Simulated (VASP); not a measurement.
# SrCl2 (Fm-3m) in VASP: further runs, part 2 of 2

VASP 6.6.1.

### Step 4. Single point, PBE (28.22 Å³/atom)

This run uses another cell than the first one, of 28.22 Å³/atom.

INCAR

```
SYSTEM = SrCl2
PREC     = Accurate       ! precision mode
ENCUT    = 520            ! plane-wave cutoff, eV
EDIFF    = 1E-6           ! SCF threshold, eV
ISMEAR   = 0              ! smearing method
SIGMA    = 0.01           ! smearing width, eV
LREAL    = .FALSE.        ! projectors in reciprocal space
LASPH    = .TRUE.         ! aspherical terms in the spheres
NELM     = 60             ! most SCF steps
ALGO     = Normal         ! electronic algorithm
ISIF     = 2              ! what is computed and relaxed
LWAVE    = .FALSE.        ! write WAVECAR
LCHARG   = .FALSE.        ! write CHGCAR
GGA      = PE             ! functional
NBANDS   = 19             ! bands
```

KPOINTS

```
regular mesh
0
G
  6 6 6
  0 0 0
```

POSCAR

```
SrCl2
1.0
    0.0000000000      3.4849589131      3.4849589131
    3.4849589131      0.0000000000      3.4849589131
    3.4849589131      3.4849589131      0.0000000000
Sr Cl
1 2
Direct
    0.0000000000      0.0000000000      0.0000000000
    0.2500000000      0.2500000000      0.2500000000
    0.7500000000      0.7500000000      0.7500000000
```

Potentials or basis: VASP PAW PBE potentials, release 64 (Sr_sv, Cl).

The run is started by

```console
cat potpaw_PBE.64/Sr_sv/POTCAR potpaw_PBE.64/Cl/POTCAR > POTCAR
mpirun -np 1 vasp_std > vasp.out
```

OUTCAR:

```text
SYSTEM = SrCl2
   PREC = Accurate
   ENCUT = 520
   EDIFF = 1E-6
   ISMEAR = 0
   LREAL = .FALSE.
   LASPH = .TRUE.
   NELM = 60
   ISIF = 2
   GGA = PE

 ion  position               nearest neighbor table
   1  0.000  0.000  0.000-   3 3.02   3 3.02   3 3.02   2 3.02   3 3.02   2 3.02   2 3.02   2 3.02

   2  0.250  0.250  0.250-   1 3.02   1 3.02   1 3.02   1 3.02
   3  0.750  0.750  0.750-   1 3.02   1 3.02   1 3.02   1 3.02

  LATTYP: Found a face centered cubic cell.
 ALAT       =     6.9699178262

  Lattice vectors:

 A1 = (   0.0000000000,   3.4849589131,   3.4849589131)
 A2 = (   3.4849589131,   0.0000000000,   3.4849589131)
 A3 = (   3.4849589131,   3.4849589131,   0.0000000000)

Analysis of symmetry for initial positions (statically):
=====================================================================
 Subroutine PRICEL returns:
 Original cell was already a primitive cell.

 Routine SETGRP: Setting up the symmetry group for a
 face centered cubic supercell.

 Subroutine GETGRP returns: Found 48 space group operations
 (whereof 48 operations were pure point group operations)
 out of a pool of 48 trial point group operations.

The static configuration has the point symmetry O_h .

Analysis of symmetry for dynamics (positions and initial velocities):
=====================================================================
 Subroutine PRICEL returns:
 Original cell was already a primitive cell.

 Routine SETGRP: Setting up the symmetry group for a
 face centered cubic supercell.

 Subroutine GETGRP returns: Found 48 space group operations
 (whereof 48 operations were pure point group operations)
 out of a pool of 48 trial point group operations.

The dynamic configuration has the point symmetry O_h .

 Subroutine INISYM returns: Found 48 space group operations
 (whereof 48 operations are pure point group operations),
 and found     1 'primitive' translations

----------------------------------------------------------------------------------------
[... 106 lines left out ...]
     AMIX_MAG =   1.60;   BMIX_MAG =  1.00
  volume/ion in A,a.u.               =      28.22       190.41
  Fermi-wavevector in a.u.,A,eV,Ry     =   1.075485  2.032371 15.737416  1.156667
  Thomas-Fermi vector in A             =   2.211343
   LORBIT       =      0    0 simple, 1 ext, 2 COOP (PROOUT), +10 PAW based schemes
   GGA     = PE    functional components
   LHFCALC =     F    Hartree Fock is set to
   AEXX    =    0.0000 exact exchange contribution
   IVDW    =     0    specifies the selected vdW correction
   LEPSILON=     F    determine dielectric tensor
   LRPA    =     F    only Hartree local field effects (RPA)
 non-spin polarized calculation
 Gauss-broadening in eV      SIGMA  =   0.01
  energy-cutoff  :      520.00
  volume of cell :       84.65
 maximum number of plane-waves:      2301
 NGX is ok and might be reduce to    40
   NGX = 19   NGY = 19   NGZ = 19

 number of electron      24.0000003 magnetization

 Free energy of the ion-electron system (eV)
  ---------------------------------------------------
  ext. energy  EPLUGINS =         0.00000000
  ---------------------------------------------------
  free energy    TOTEN  =       -12.78050430 eV

  energy without entropy =      -12.78050430  energy(sigma->0) =      -12.78050430

 E-fermi :   0.2322     XC(G=0):  -8.2956

 val. band max:        0.1718910419   @ k =   0.5000   0.5000   0.0000
 cond. band min:       5.5211743902   @ k =   0.0000   0.0000   0.0000
 fundamental gap:      5.3492833483
 Fermi energy:         0.2321750020

 k-point     1 :       0.0000    0.0000    0.0000
  band No.  band energies     occupation
      1     -32.7053      2.00000
      2     -14.6983      2.00000
      3     -14.6983      2.00000
      4     -14.6983      2.00000
      5     -13.1425      2.00000
      6     -12.2865      2.00000
[... 329 lines left out ...]
      6     -12.4224      2.00000
[... 11 lines left out ...]
     18       9.7471      0.00000
     19      10.1921      0.00000

------------------------ aborting loop because EDIFF is reached ----------------------------------------

  FORCE on cell =-STRESS in cart. coord.  units (eV):
  Direction    XX          YY          ZZ          XY          YZ          ZX
  --------------------------------------------------------------------------------------
  -------------------------------------------------------------------------------------
  Total        0.6245249      0.6245249      0.6245249      0.0000000      0.0000000      0.0000000
  in kB       11.8205417     11.8205417     11.8205417      0.0000000      0.0000000      0.0000000
  external PRESSURE =      11.8205417 kB  Pullay stress =       0.0000000 kB

 VOLUME and BASIS-vectors are now :
 -----------------------------------------------------------------------------
  energy-cutoff  :      520.00
  volume of cell :       84.65
      direct lattice vectors                 reciprocal lattice vectors
     0.000000000  3.484958913  3.484958913    -0.143473714  0.143473714  0.143473714
     3.484958913  0.000000000  3.484958913     0.143473714 -0.143473714  0.143473714
     3.484958913  3.484958913  0.000000000     0.143473714  0.143473714 -0.143473714

 POSITION                                       TOTAL-FORCE (eV/Angst)
 -----------------------------------------------------------------------------------
      0.00000      0.00000      0.00000        -0.000000      0.000000     -0.000000
      1.74248      1.74248      1.74248         0.000000      0.000000      0.000000
      5.22744      5.22744      5.22744         0.000000     -0.000000     -0.000000
 -----------------------------------------------------------------------------------
    total drift:                               -0.000000     -0.000000      0.000000

  FREE ENERGIE OF THE ION-ELECTRON SYSTEM (eV)
  ---------------------------------------------------
  free  energy   TOTEN  =       -12.7805043019 eV

  energy  without entropy=      -12.7805043019  energy(sigma->0) =      -12.78050430
```

OSZICAR:

```text
N       E                     dE             d eps       ncg     rms          rms(c)
DAV:   1     0.142008993335E+03    0.14201E+03   -0.11579E+04   608   0.114E+03
DAV:   2    -0.371044506091E+01   -0.14572E+03   -0.14127E+03   798   0.221E+02
DAV:   3    -0.127596612876E+02   -0.90492E+01   -0.90206E+01   799   0.548E+01
DAV:   4    -0.130519304433E+02   -0.29227E+00   -0.29189E+00   973   0.854E+00
DAV:   5    -0.130559562190E+02   -0.40258E-02   -0.40250E-02   815   0.914E-01    0.130E+01
DAV:   6    -0.127624643251E+02    0.29349E+00   -0.58862E-01   694   0.431E+00    0.836E+00
DAV:   7    -0.127723217797E+02   -0.98575E-02   -0.36406E-01   822   0.363E+00    0.212E+00
DAV:   8    -0.127780240636E+02   -0.57023E-02   -0.54226E-02   685   0.128E+00    0.407E-01
DAV:   9    -0.127790344892E+02   -0.10104E-02   -0.19792E-03   767   0.267E-01    0.147E-01
DAV:  10    -0.127803795500E+02   -0.13451E-02   -0.94224E-04   652   0.179E-01    0.368E-02
DAV:  11    -0.127804816019E+02   -0.10205E-03   -0.68708E-05   785   0.467E-02    0.418E-02
DAV:  12    -0.127805033629E+02   -0.21761E-04   -0.23967E-05   650   0.248E-02    0.595E-03
DAV:  13    -0.127805043019E+02   -0.93899E-06   -0.11562E-06   751   0.616E-03
   1 F= -.12780504E+02 E0= -.12780504E+02  d E =-.129168E-19
```

stdout:

```text
POSCAR found type information on POSCAR SrCl
 POSCAR found :  2 types and       3 ions
 scaLAPACK will be used
 LDA part: xc-table for (Slater+PW92), standard interpolation
 POSCAR, INCAR and KPOINTS ok, starting setup
 FFT: planning ... GRIDC
 FFT: planning ... GRID_SOFT
 FFT: planning ... GRID
 WAVECAR not read
 entering main loop
```

It took 53 s on 1 thread of Intel Xeon 8259CL, shared host; peak memory 0.24 GiB.

What came out:

```
Free energy            : -12.7805 eV
Pressure               : 1.2 GPa
Band gap on the k mesh : 5.35 eV (least direct gap 5.50 eV)
```

Levels at points of the mesh, in eV from the valence-band top:
```csv
k point,band 8,band 9,band 10,band 11,band 12,band 13,band 14,band 15,band 16,band 17
"(0.00, 0.00, 0.00)",-2.14,-2.14,-0.34,-0.34,-0.34,5.35,6.10,6.10,9.04,9.04
"(0.50, 0.00, 0.00)",-1.57,-1.50,-1.32,-1.05,-1.05,6.71,6.71,7.52,7.87,8.63
"(0.50, 0.50, 0.00)",-1.88,-1.88,-0.41,-0.41,0.00,5.50,7.05,7.61,8.01,8.01
```

Caveat: the structure was generated, so it needn't be the stable form of SrCl2.

### Step 5. Overview

| cell | gap on the mesh (eV) | pressure (GPa) |
| --- | --- | --- |
| a = 4.877 Å, angles 60.0°, 3 atoms | 5.47 | 2.5 |
| a = 4.947 Å, angles 60.0°, 3 atoms | 5.31 | 0.8 |
| a = 4.928 Å, angles 60.0°, 3 atoms | 5.35 | 1.2 |

Alike in all rows: task single point; level PBE; potentials or basis VASP PAW PBE potentials, release 64 (Sr_sv, Cl); no spin polarisation; k mesh 6 × 6 × 6; cutoff (eV) 520; smearing gaussian 0.01 eV.

Caveats: the structure was generated, so it needn't be the stable form of SrCl2.

Absolute energies hang on the potentials; compare differences alone.
